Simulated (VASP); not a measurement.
A run of VASP 6.6.1 is set up as follows.

The input INCAR:

```
SYSTEM = SnTe
PREC     = Accurate       ! precision mode
ENCUT    = 520            ! plane-wave cutoff, eV
EDIFF    = 1E-8           ! SCF threshold, eV
ISMEAR   = -1             ! smearing method
SIGMA    = 0.08           ! smearing width, eV
LREAL    = .False.        ! projectors in reciprocal space
LASPH    = .True.         ! aspherical terms in the spheres
NELM     = 80             ! most SCF steps
ALGO     = Normal         ! electronic algorithm
ISIF     = 2              ! what is computed and relaxed
LWAVE    = .False.        ! write WAVECAR
LCHARG   = .False.        ! write CHGCAR
GGA      = PE             ! functional
LEFG     = .True.       
NBANDS   = 17             ! bands
```

The input KPOINTS:

```
Automatic mesh
0
Gamma
  11 11 11
  0 0 0
```

The input POSCAR:

```
SnTe
1.0
    0.0000000000      3.1669867880      3.1669867880
    3.1669867880      0.0000000000      3.1669867880
    3.1669867880      3.1669867880      0.0000000000
Sn Te
1 1
Direct
    0.0000000000      0.0000000000      0.0000000000
    0.5000000000      0.5000000000      0.5000000000
```

Potentials or basis: VASP PAW PBE potentials, release 64 (Sn_d, Te).

The run is started by

```bash
$ cat potpaw_PBE.64/Sn_d/POTCAR potpaw_PBE.64/Te/POTCAR > POTCAR
$ mpirun -np 1 vasp_std > vasp.out
```

Task: What does it give for the pressure?

Result: 1.5 GPa.

Caveat: without QUAD_EFG the Cq values of the log hold for a quadrupole moment of 1 mb, not for the nuclei.
